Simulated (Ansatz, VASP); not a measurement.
# One calculation of Be2VP3, two programs

```
CELL_PARAMETERS angstrom
3.13575 0.00000 0.00000
-1.56788 2.71564 0.00000
0.00000 0.00000 9.01478
ATOMIC_POSITIONS crystal
Be 0.33333 0.66667 0.65102
Be 0.66667 0.33333 0.34898
V 0.00000 0.00000 0.00000
P 0.00000 0.00000 0.50000
P 0.33333 0.66667 0.17874
P 0.66667 0.33333 0.82126
```

Alike in both runs: functional PBE; k mesh 12 × 12 × 4; occupations gaussian, width 0.1 eV; no spin polarisation.

Ansatz relaxed the structure, and its values are those at the end. VASP's run is a single point on that final structure, the one shown.

|  | VASP | Ansatz |
| --- | --- | --- |
| version | VASP 6.6.1 | Ansatz 0.2.0 |
| potentials or method | VASP PAW PBE potentials, release 64 (Be, V_sv, P), cutoff 520 eV | scalar-relativistic, plane waves, PAW |
| valence electrons in the cell | 32 | 32 |

Ansatz gave:

```
gap on the k mesh at the Fermi level (eV) : none
pressure (GPa)                            : 0.0
rms of the force components (eV/Å)        : 0.002
```

Q: Estimate VASP's values.

A: gap on the k mesh at the Fermi level (eV): none; pressure (GPa): -0.1; rms of the force components (eV/Å): 0.005.

A gap of «none» marks a metal or a gap that the smearing closes. The functional is the same, so the differences come from potentials, cutoffs and numerics.
